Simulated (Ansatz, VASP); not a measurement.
## ZrC in VASP and in Ansatz

The input INCAR:

```
PREC = Accurate
ENCUT = 600
EDIFF = 1E-6
ISMEAR = 0
SIGMA = 0.1
LREAL = False
LASPH = True
NELM = 120
ALGO = Normal
ISIF = 2
LWAVE = False
LCHARG = False
GGA = PE
IVDW = 12
NBANDS = 15
GGA_COMPAT = False
```

Contents of KPOINTS:

```
Automatic mesh
0
Gamma
  6 6 6
```

File POSCAR:

```
ZrC
1.0
    0.0000000000      2.3564331500      2.3564331500
    2.3564331500      0.0000000000      2.3564331500
    2.3564331500      2.3564331500      0.0000000000
Zr C
1 1
Direct
    0.0000000000      0.0000000000      0.0000000000
    0.5000000000      0.5000000000      0.5000000000
```

Input for Ansatz:

```yaml
crystal:
  lattice:
    - [0.0, 2.35643315, 2.35643315]
    - [2.35643315, 0.0, 2.35643315]
    - [2.35643315, 2.35643315, 0.0]
  atoms:
    - { symbol: Zr, position: [0.0, 0.0, 0.0] }
    - { symbol: C, position: [0.5, 0.5, 0.5] }
basis:
  ecutwfc: 420
kpoints:
  mp_grid: { grid: [6, 6, 6] }
hamiltonian:
  xc: pbe
  dispersion: d3bj
scf:
  occupations: { method: gaussian, width: 0.1 }
  lower_state_search: "off"
output:
  forces: true
  stress: true
  eigenvalues: true
```

Alike in both runs: task single point; functional PBE; dispersion D3(BJ); k mesh 6 × 6 × 6; occupations gaussian, width 0.1 eV; no spin polarisation.

```csv
,VASP,Ansatz
version,VASP 6.6.1,Ansatz 0.2.0
potentials or method,"VASP PAW PBE potentials, release 64 (Zr_sv, C), cutoff 600 eV","scalar-relativistic, plane waves, PAW"
valence electrons in the cell,16,16
```

Ansatz gave:

| Property | Result |
| --- | --- |
| gap on the k mesh at the Fermi level (eV) | none |
| pressure (GPa) | -5.6 |

Question: Estimate VASP's values.

Answer: gap on the k mesh at the Fermi level (eV): none; pressure (GPa): -5.4.

A gap of «none» marks a metal or a gap that the smearing closes.

The k mesh is coarse, so the values compare programs but aren't converged.
